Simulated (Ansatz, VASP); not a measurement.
**Two plane-wave programs on MgS**

POSCAR

```
MgS
1.0
    0.0000000000      2.6016500000      2.3935180000
    2.6016500000      0.0000000000      2.3935180000
    2.6016500000      2.6016500000      0.0000000000
Mg S
1 1
Direct
    0.0000000000      0.0000000000      0.0000000000
    0.5000000000      0.5000000000      0.5000000000
```

File INCAR.step1:

```
SYSTEM = MgS
  PREC = Accurate
  ENCUT = 520
  ISMEAR = 0
  SIGMA = 0.05
  LREAL = .FALSE.
  LASPH = .TRUE.
  NELM = 80
  NBANDS = 11
  GGA = PE
  ALGO = Normal
  EDIFF = 1E-4
  LWAVE = .TRUE.
  LCHARG = .FALSE.
```

File INCAR.step2:

```
SYSTEM = MgS
  PREC = Accurate
  ENCUT = 520
  EDIFF = 1E-6
  ISMEAR = 0
  SIGMA = 0.05
  LREAL = .FALSE.
  LASPH = .TRUE.
  NELM = 80
  ALGO = Normal
  ISIF = 2
  LWAVE = .FALSE.
  LCHARG = .FALSE.
  METAGGA = R2SCAN
  LMIXTAU = .TRUE.
  NBANDS = 11
  ISTART = 1
```

The input KPOINTS:

```
regular mesh
0
G
  8 8 8
  0 0 0
```

Input for Ansatz:

```yaml
crystal:
  lattice:
    - [0.0, 2.60165, 2.393518]
    - [2.60165, 0.0, 2.393518]
    - [2.60165, 2.60165, 0.0]
  atoms:
    - { symbol: Mg, position: [0.0, 0.0, 0.0] }
    - { symbol: S, position: [0.5, 0.5, 0.5] }
basis:
  ecutwfc: 500
kpoints:
  mp_grid: { grid: [8, 8, 8] }
hamiltonian:
  xc: r2scan
scf:
  occupations: { method: gaussian, width: 0.05 }
output:
  forces: true
  stress: true
  eigenvalues: true
```

Change from the starting cell: strain +0.000 along x and y, -0.080 along z, atoms carried along.

Alike in both runs: task single point; functional r2SCAN; k mesh 8 × 8 × 8; occupations gaussian, width 0.05 eV; no spin polarisation.

```csv
,VASP,Ansatz
version,VASP 6.6.1,Ansatz 0.2.0
potentials or method,"VASP PAW PBE potentials, release 64 (Mg, S), cutoff 520 eV","scalar-relativistic, plane waves, PAW"
valence electrons in the cell,8,16
```

```tsv
	VASP	Ansatz	Ansatz less VASP
gap on the k mesh at the Fermi level (eV)	3.25	3.27	+0.024
least direct gap on the mesh (eV)	5.20	5.22	+0.023
pressure (GPa)	8.9	9.4	+0.50
traceless stress, the component that is largest in VASP (GPa)	10.32	10.39	+0.066
```

VASP's potentials were made for PBE, not for r2SCAN. VASP's potentials hold 8 valence electrons a cell and Ansatz's 16, so a difference there can come from the potentials and not from the codes.
